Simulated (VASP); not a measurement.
# FeNi3 (Pm-3m) in VASP: a series of runs

Runs on FeNi3. Level: PBE. Tasks: single point.

Program: VASP 6.6.1. These are calculated values, not measurements. Logs are shortened: lines on timing, memory, paths and dates and some standing lists are left out, and cuts for length are marked.

### Step 1. The cell of the first run

The structure is cubic, space group Pm-3m (No. 221). The conventional cell has a = 3.544 Å, b = 3.544 Å, c = 3.544 Å, α = 90.00°, β = 90.00°, γ = 90.00°. Within 3.3 Å of Fe (site symmetry m-3m) lie 12 Ni at 2.51 Å. Ni (site symmetry 4/mmm) has 4 Fe at 2.51 Å and 8 Ni at 2.51 Å within 3.3 Å.

### Step 2. Single point, PBE, collinear spin, ferromagnetic start

File INCAR:

```
PREC = Accurate ; ENCUT = 520
EDIFF = 1E-6 ; ISMEAR = 0
SIGMA = 0.1 ; LREAL = False
LASPH = True ; NELM = 150
ALGO = Normal ; ISIF = 2
LWAVE = False ; LCHARG = False
ISPIN = 2 ; MAGMOM = 3.21 0.78 0.78 0.78
LORBIT = 11 ; LMAXMIX = 4
GGA = PE ; NBANDS = 31
```

File KPOINTS:

```
regular mesh
0
Gamma
  14 14 14
```

File POSCAR:

```
FeNi3
1.0
    3.5440435770      0.0000000000      0.0000000000
    0.0000000000      3.5440435770      0.0000000000
    0.0000000000      0.0000000000      3.5440435770
Fe Ni
1 3
Direct
    0.0000000000      0.0000000000      0.0000000000
    0.0000000000      0.5000000000      0.5000000000
    0.5000000000      0.5000000000      0.0000000000
    0.5000000000      0.0000000000      0.5000000000
```

Potentials or basis: VASP PAW PBE potentials, release 64 (Fe, Ni).

Run with:

```sh
cat potpaw_PBE.64/Fe/POTCAR potpaw_PBE.64/Ni/POTCAR > POTCAR
mpirun -np 1 vasp_std > vasp.out
```

OUTCAR:

```text
PREC = Accurate
   ENCUT = 520
   EDIFF = 1E-6
   ISMEAR = 0
   LREAL = False
   LASPH = True
   NELM = 150
   ISIF = 2
   ISPIN = 2
   LORBIT = 11
   GGA = PE

 ion  position               nearest neighbor table
   1  0.000  0.000  0.000-   2 2.51   3 2.51   4 2.51   2 2.51   4 2.51   2 2.51   3 2.51   2 2.51
                             3 2.51   4 2.51   4 2.51   3 2.51
   2  0.000  0.500  0.500-   1 2.51   3 2.51   4 2.51   1 2.51   3 2.51   1 2.51   4 2.51   1 2.51
                             3 2.51   4 2.51   3 2.51   4 2.51
   3  0.500  0.500  0.000-   1 2.51   2 2.51   4 2.51   2 2.51   4 2.51   1 2.51   4 2.51   4 2.51
                             1 2.51   2 2.51   2 2.51   1 2.51
   4  0.500  0.000  0.500-   1 2.51   2 2.51   3 2.51   1 2.51   3 2.51   2 2.51   3 2.51   3 2.51
                             1 2.51   2 2.51   1 2.51   2 2.51

  LATTYP: Found a simple cubic cell.
 ALAT       =     3.5440435770

  Lattice vectors:

 A1 = (   3.5440435770,   0.0000000000,   0.0000000000)
 A2 = (   0.0000000000,   3.5440435770,   0.0000000000)
 A3 = (   0.0000000000,   0.0000000000,   3.5440435770)

Analysis of symmetry for initial positions (statically):
=====================================================================
 Subroutine PRICEL returns:
 Original cell was already a primitive cell.

 Routine SETGRP: Setting up the symmetry group for a
 simple cubic supercell.

 Subroutine GETGRP returns: Found 48 space group operations
 (whereof 48 operations were pure point group operations)
 out of a pool of 48 trial point group operations.

The static configuration has the point symmetry O_h .

Analysis of symmetry for dynamics (positions and initial velocities):
=====================================================================
 Subroutine PRICEL returns:
 Original cell was already a primitive cell.

 Routine SETGRP: Setting up the symmetry group for a
 simple cubic supercell.

 Subroutine GETGRP returns: Found 48 space group operations
 (whereof 48 operations were pure point group operations)
 out of a pool of 48 trial point group operations.

The dynamic configuration has the point symmetry O_h .

Analysis of structural, dynamic, and magnetic symmetry:
=====================================================================
 Subroutine PRICEL returns:
 Original cell was already a primitive cell.

 Routine SETGRP: Setting up the symmetry group for a
 simple cubic supercell.

 Subroutine GETGRP returns: Found 48 space group operations
 (whereof 48 operations were pure point group operations)
 out of a pool of 48 trial point group operations.

The overall configuration has the point symmetry O_h .

 Subroutine INISYM returns: Found 48 space group operations
 (whereof 48 operations are pure point group operations),
 and found     1 'primitive' translations

----------------------------------------------------------------------------------------

                                     Primitive cell

  volume of cell :      44.5141

  direct lattice vectors                    reciprocal lattice vectors
     3.544043577  0.000000000  0.000000000     0.282163573  0.000000000  0.000000000
     0.000000000  3.544043577  0.000000000     0.000000000  0.282163573  0.000000000
     0.000000000  0.000000000  3.544043577     0.000000000  0.000000000  0.282163573

  length of vectors
     3.544043577  3.544043577  3.544043577     0.282163573  0.282163573  0.282163573

  position of ions in fractional coordinates (direct lattice)
     0.000000000  0.000000000  0.000000000
     0.000000000  0.500000000  0.500000000
     0.500000000  0.500000000  0.000000000
     0.500000000  0.000000000  0.500000000

  ion indices of the primitive-cell ions
   primitive index   ion index
                 1           1
                 2           2
                 3           3
                 4           4

----------------------------------------------------------------------------------------

 KPOINTS: regular mesh

Automatic generation of k-mesh.
 Grid dimensions read from file:
 generate k-points for:   14   14   14

 Generating k-lattice:

  Cartesian coordinates                     Fractional coordinates (reciprocal lattice)
     0.020154541  0.000000000  0.000000000     0.071428571  0.000000000  0.000000000
     0.000000000  0.020154541  0.000000000     0.000000000  0.071428571  0.000000000
     0.000000000  0.000000000  0.020154541     0.000000000  0.000000000  0.071428571

  Length of vectors
     0.020154541  0.020154541  0.020154541

  Shift w.r.t. Gamma in fractional coordinates (k-lattice)
     0.000000000  0.000000000  0.000000000

 Subroutine IBZKPT returns following result:
 ===========================================

 Found    120 irreducible k-points:

 Following reciprocal coordinates:
            Coordinates               Weight
  0.000000  0.000000  0.000000      1.000000
  0.071429  0.000000  0.000000      6.000000
  0.142857  0.000000  0.000000      6.000000
  0.214286  0.000000  0.000000      6.000000
  0.285714  0.000000  0.000000      6.000000
  0.357143  0.000000  0.000000      6.000000
[... 16 lines left out ...]
  0.285714  0.214286  0.000000     24.000000
  0.357143  0.214286  0.000000     24.000000
 [... further k-points ...]
   k-points           NKPTS =    120   k-points in BZ     NKDIM =    120   number of bands    NBANDS=     31
   number of dos      NEDOS =    301   number of ions     NIONS =      4
   total plane-waves  NPLWV =  21952
   dimension x,y,z NGX =    28 NGY =   28 NGZ =   28
   dimension x,y,z NGXF=    56 NGYF=   56 NGZF=   56
   ions per type =               1   3
   NGX,Y,Z   is equivalent  to a cutoff of  13.13, 13.13, 13.13 a.u.
   NGXF,Y,Z  is equivalent  to a cutoff of  26.27, 26.27, 26.27 a.u.
 SYSTEM =  unknown system
   PREC   = accura    normal or accurate (medium, high low for compatibility)
   ISTART =      0    job   : 0-new  1-cont  2-samecut
   ICHARG =      2    charge: 1-file 2-atom 10-const
   ISPIN  =      2    spin polarized calculation?
   LNONCOLLINEAR =      F non collinear calculations
   LSORBIT =      F    spin-orbit coupling
   LASPH  =      T    aspherical Exc in radial PAW
   ENCUT  =  520.0 eV  38.22 Ry    6.18 a.u.   6.59  6.59  6.59*2*pi/ulx,y,z
   NELM   =    150;   NELMIN=  2; NELMDL= -5     # of ELM steps
   EDIFF  = 0.1E-05   stopping-criterion for ELM
   LREAL  =      F    real-space projection
[... 7 lines left out ...]
   TEBEG  =    0.0;   TEEND  =   0.0 temperature during run
   PSTRESS=    0.0 pullay stress
   NELECT =      38.0000    total number of electrons
   NUPDOWN=      -1.0000    fix difference up-down
   EMIN   =  10.00;   EMAX   =-10.00  energy-range for DOS
   EFERMI =   0.00;   METHOD = LEGACY
   ISMEAR =     0;   SIGMA  =   0.10  broadening in eV -4-tet -1-fermi 0-gaus
   EFERMI_NEDOS =   21; number of points for ismear=-14 and -15
   IALGO  =     38    algorithm
   IMIX   =      4    mixing-type and parameters
     AMIX     =   0.40;   BMIX     =  1.00
     AMIX_MAG =   1.60;   BMIX_MAG =  1.00
  volume/ion in A,a.u.               =      11.13        75.10
  Fermi-wavevector in a.u.,A,eV,Ry     =   1.552996  2.934737 32.814480  2.411796
  Thomas-Fermi vector in A             =   2.657291
   LORBIT       =     11    0 simple, 1 ext, 2 COOP (PROOUT), +10 PAW based schemes
   GGA     = PE    functional components
   LHFCALC =     F    Hartree Fock is set to
   AEXX    =    0.0000 exact exchange contribution
   IVDW    =     0    specifies the selected vdW correction
   LEPSILON=     F    determine dielectric tensor
   LRPA    =     F    only Hartree local field effects (RPA)
 spin polarized calculation
 Gauss-broadening in eV      SIGMA  =   0.10
  energy-cutoff  :      520.00
  volume of cell :       44.51
 maximum number of plane-waves:      1222
 NGX is ok and might be reduce to    28
   NGX = 13   NGY = 13   NGZ = 13

 number of electron      37.9999985 magnetization       4.7955365

 Free energy of the ion-electron system (eV)
  ---------------------------------------------------
  ext. energy  EPLUGINS =         0.00000000
  ---------------------------------------------------
  free energy    TOTEN  =       -25.00809266 eV

  energy without entropy =      -24.99281007  energy(sigma->0) =      -25.00045137

 E-fermi :   8.5798     XC(G=0): -13.1480

 val. band max:        8.5751256222   @ k =   0.3571   0.1429   0.0714
 cond. band min:       8.5811859915   @ k =   0.3571   0.2857   0.2143
 fundamental gap:      0.0060603694
 Fermi energy:         8.5797907117

 spin component 1

 k-point     1 :       0.0000    0.0000    0.0000
  band No.  band energies     occupation
      1      -0.4904      1.00000
      2       3.2873      1.00000
      3       3.2873      1.00000
      4       3.9568      1.00000
      5       4.0239      1.00000
      6       4.0239      1.00000
[... 23 lines left out ...]
     30      22.7748      0.00000
     31      23.2585      0.00000

 k-point     2 :       0.0714    0.0000    0.0000
  band No.  band energies     occupation
      1      -0.4242      1.00000
      2       3.3092      1.00000
      3       3.3185      1.00000
      4       3.9810      1.00000
      5       4.0438      1.00000
      6       4.0467      1.00000
[... 23 lines left out ...]
     30      22.5417      0.00000
     31      23.0294      0.00000

 k-point     3 :       0.1429    0.0000    0.0000
  band No.  band energies     occupation
      1      -0.2272      1.00000
      2       3.3652      1.00000
      3       3.4086      1.00000
      4       4.0531      1.00000
      5       4.1023      1.00000
      6       4.1151      1.00000
[... 703 lines left out ...]
     30      21.8841      0.00000
     31      22.3196      0.00000

 k-point    24 :       0.3571    0.2143    0.0000
  band No.  band energies     occupation
      1       1.5905      1.00000
      2       3.6244      1.00000
      3       4.0813      1.00000
      4       4.5689      1.00000
      5       4.5895      1.00000
      6       4.6898      1.00000
[... 23 lines left out ...]
     30      22.5342      0.00000
     31      23.1121      0.00000

 [... further k-points ...]

 spin component 2

 k-point     1 :       0.0000    0.0000    0.0000
  band No.  band energies     occupation
      1      -0.4491      1.00000
      2       4.3324      1.00000
      3       4.3324      1.00000
      4       4.3368      1.00000
      5       5.0300      1.00000
      6       5.0300      1.00000
[... 23 lines left out ...]
     30      22.7097      0.00000
     31      23.6196      0.00000

 k-point     2 :       0.0714    0.0000    0.0000
  band No.  band energies     occupation
      1      -0.3829      1.00000
      2       4.3314      1.00000
      3       4.3700      1.00000
      4       4.3719      1.00000
      5       5.0523      1.00000
      6       5.0523      1.00000
[... 23 lines left out ...]
     30      22.5463      0.00000
     31      23.3996      0.00000

 k-point     3 :       0.1429    0.0000    0.0000
  band No.  band energies     occupation
      1      -0.1855      1.00000
      2       4.3134      1.00000
      3       4.4694      1.00000
      4       4.4872      1.00000
      5       5.1181      1.00000
      6       5.1192      1.00000
[... 703 lines left out ...]
     30      22.2077      0.00000
     31      22.6320      0.00000

 k-point    24 :       0.3571    0.2143    0.0000
  band No.  band energies     occupation
      1       1.6591      1.00000
      2       4.0867      1.00000
      3       5.0834      1.00000
      4       5.3355      1.00000
      5       5.5544      1.00000
      6       5.6412      1.00000
[... 23 lines left out ...]
     30      22.8577      0.00000
     31      23.3860      0.00000

 [... further k-points ...]

------------------------ aborting loop because EDIFF is reached ----------------------------------------

  FORCE on cell =-STRESS in cart. coord.  units (eV):
  Direction    XX          YY          ZZ          XY          YZ          ZX
  --------------------------------------------------------------------------------------
  -------------------------------------------------------------------------------------
  Total        0.0053313      0.0053313      0.0053313     -0.0000000     -0.0000000      0.0000000
  in kB        0.1918885      0.1918885      0.1918885     -0.0000000     -0.0000000      0.0000000
  external PRESSURE =       0.1918885 kB  Pullay stress =       0.0000000 kB

 VOLUME and BASIS-vectors are now :
 -----------------------------------------------------------------------------
  energy-cutoff  :      520.00
  volume of cell :       44.51
      direct lattice vectors                 reciprocal lattice vectors
     3.544043577  0.000000000  0.000000000     0.282163573  0.000000000  0.000000000
     0.000000000  3.544043577  0.000000000     0.000000000  0.282163573  0.000000000
     0.000000000  0.000000000  3.544043577     0.000000000  0.000000000  0.282163573

 POSITION                                       TOTAL-FORCE (eV/Angst)
 -----------------------------------------------------------------------------------
      0.00000      0.00000      0.00000         0.000000      0.000000      0.000000
      0.00000      1.77202      1.77202         0.000000      0.000000      0.000000
      1.77202      1.77202      0.00000         0.000000      0.000000      0.000000
      1.77202      0.00000      1.77202         0.000000      0.000000      0.000000
 -----------------------------------------------------------------------------------
    total drift:                                0.000000      0.000000      0.000000

  FREE ENERGIE OF THE ION-ELECTRON SYSTEM (eV)
  ---------------------------------------------------
  free  energy   TOTEN  =       -25.0080926606 eV

  energy  without entropy=      -24.9928100741  energy(sigma->0) =      -25.00045137

 total charge

# of ion       s       p       d       tot
------------------------------------------
    1        0.474   0.502   6.112   7.088
    2        0.504   0.510   8.323   9.337
    3        0.504   0.510   8.323   9.337
    4        0.504   0.510   8.323   9.337
--------------------------------------------------
tot          1.985   2.032  31.081  35.099

 magnetization (x)

# of ion       s       p       d       tot
------------------------------------------
    1        0.012   0.001   2.895   2.907
    2       -0.015  -0.043   0.698   0.639
    3       -0.015  -0.043   0.698   0.639
    4       -0.015  -0.043   0.698   0.639
--------------------------------------------------
tot         -0.034  -0.130   4.988   4.825
```

Wall time 4.5 min (1 thread of Intel Xeon Platinum 8259CL at 2.50GHz (Skylake/Cascade Lake), shared host); peak memory 0.35 GiB.

Results:

- Free energy: -25.0081 eV
- Pressure: 0.0 GPa
- Net moment: 4.80 μB per cell
- Site moments: Fe +2.91; Ni +0.64 μB
- Valence electrons inside the program's atomic spheres: Fe 7.09; Ni 9.34

(Part 1 of 2 ends here.)
